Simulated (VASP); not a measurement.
Sn: electric field gradients with PBE

The system is Sn.

```
Sn
1.0
    -2.91585    2.91585    1.63837
     2.91585   -2.91585    1.63837
     2.91585    2.91585   -1.63837
Sn
2
Cartesian
  0.0000 0.0000 0.0000
  0.0000 2.9158 0.8192
```

This cell differs from its parent crystal: zz strain of +3 %.

```yaml
Program: VASP 6.6.1
Task: electric field gradients
Functional: PBE
Potentials_or_basis: VASP PAW PBE potentials, release 64 (Sn_d)
Cutoff: 400 eV
k_mesh: 15 × 15 × 15
Occupations: fermi-dirac, width 0.05 eV
Spin: no spin polarisation
Dipole_correction: no
Further_INCAR_settings: ALGO = Normal; EDIFF = 1e-08; NBANDS = 21
```

```json
{
 "Pressure": "1.0 GPa",
 "Band gap on the k mesh": "zero (bands 14 and 15 overlap by 4.34 eV)",
 "Largest electric field gradient by atom": "Sn +55.3 V/Å²"
}
```

Stress tensor (GPa, compression positive):
```
 1.75  0.00  0.00
 0.00  1.75  0.00
 0.00  0.00 -0.43
```

Levels at points of the mesh, in eV from the Fermi level:
| k point | band 12 | band 13 | band 14 | band 15 | band 16 | band 17 |
| --- | --- | --- | --- | --- | --- | --- |
| (0.00, 0.00, 0.00) | -3.40 | -1.78 | -1.78 | 3.13 | 6.24 | 6.33 |

Electric field gradients, principal values (V/Å²):
| atom | least | middle | greatest (by size) |
| --- | --- | --- | --- |
| 1 Sn | -27.664 | -27.670 | 55.334 |
| 2 Sn | -27.664 | -27.670 | 55.334 |

Run time: 3.2 min on 1 thread of Oxide Virtual Turin-like Processor, with other jobs on the host, peak memory 0.26 GiB.

Caveat: the cell differs from its parent crystal (zz strain of +3 %); without QUAD_EFG the Cq values of the log hold for a quadrupole moment of 1 mb, not for the nuclei; spin-orbit coupling is left out, which moves the levels of the heavy elements.
